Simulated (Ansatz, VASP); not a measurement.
**One calculation of Os, two programs**

```xyz
1
Lattice="0.0000 1.9220 1.9220 1.9220 0.0000 1.9220 1.9220 1.9220 0.0000" Properties=species:S:1:pos:R:3 pbc="T T T"
Os    0.0000    0.0000    0.0000
```

Alike in both runs: task single point; functional PBE; k mesh 10 × 10 × 10; occupations gaussian, width 0.1 eV; no spin polarisation.

|  | VASP | Ansatz |
| --- | --- | --- |
| version | VASP 6.6.1 | Ansatz 0.2.0 |
| potentials or method | VASP PAW PBE potentials, release 64 (Os), cutoff 520 eV | scalar-relativistic, plane waves, PAW |
| valence electrons in the cell | 8 | 16 |

Ansatz gave:

```
gap on the k mesh at the Fermi level (eV) : none
pressure (GPa)                            : 4.3
```

Problem. What did VASP give for the same quantities?

Solution. gap on the k mesh at the Fermi level (eV): none; pressure (GPa): 4.2.

A gap of «none» marks a metal or a gap that the smearing closes. VASP's potentials hold 8 valence electrons a cell and Ansatz's 16, so a difference there can come from the potentials and not from the codes.

Spin-orbit coupling is off throughout.
